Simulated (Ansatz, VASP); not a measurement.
# B: VASP beside Ansatz

Contents of INCAR:

```
PREC = Accurate
ENCUT = 520
EDIFF = 1E-6
ISMEAR = 0
SIGMA = 0.15
LREAL = F
LASPH = T
NELM = 100
ALGO = Normal
ISIF = 2
LWAVE = F
LCHARG = F
GGA = PS
NBANDS = 8
```

The input KPOINTS:

```
regular mesh
0
Gamma
  33 33 14
```

The input POSCAR:

```
B
1.0
    1.7024335758      0.0000000000      0.0000000000
   -0.8512167879      1.4743507249      0.0000000000
    0.0000000000      0.0000000000      3.6172457358
B
1
Direct
    0.0000000000      0.0000000000      0.0000000000
```

Input for Ansatz:

```yaml
crystal:
  lattice:
    - [1.7024335758, 0.0, 0.0]
    - [-0.8512167879, 1.4743507249, 0.0]
    - [0.0, 0.0, 3.6172457358]
  atoms:
    - { symbol: B, position: [0.0, 0.0, 0.0] }
basis:
  ecutwfc: 420
kpoints:
  mp_grid: { grid: [33, 33, 14] }
hamiltonian:
  xc: pbesol
scf:
  occupations: { method: gaussian, width: 0.15 }
output:
  forces: true
  stress: true
  eigenvalues: true
```

Change from the starting cell: strain -0.0050 x Voigt [0, 0, 1, 0, 0, 0], atoms carried along.

Alike in both runs: task single point; functional PBEsol; k mesh 33 × 33 × 14; occupations gaussian, width 0.15 eV; no spin polarisation.

|  | VASP | Ansatz |
| --- | --- | --- |
| version | VASP 6.6.1 | Ansatz 0.2.0 |
| potentials or method | VASP PAW PBE potentials, release 64 (B), cutoff 520 eV | scalar-relativistic, plane waves, PAW |
| valence electrons in the cell | 3 | 3 |

Ansatz gave:

| Property | Result |
| --- | --- |
| gap on the k mesh at the Fermi level (eV) | none |
| pressure (GPa) | 1.6 |
| traceless stress, the component that is largest in VASP (GPa) | -2.00 |

**Question.** Estimate VASP's values.

**Answer.** gap on the k mesh at the Fermi level (eV): none; pressure (GPa): 1.8; traceless stress, the component that is largest in VASP (GPa): -2.29.

VASP's potentials were made for PBE, not for PBEsol. A gap of «none» marks a metal or a gap that the smearing closes. The functional is the same, so the differences come from potentials, cutoffs and numerics.
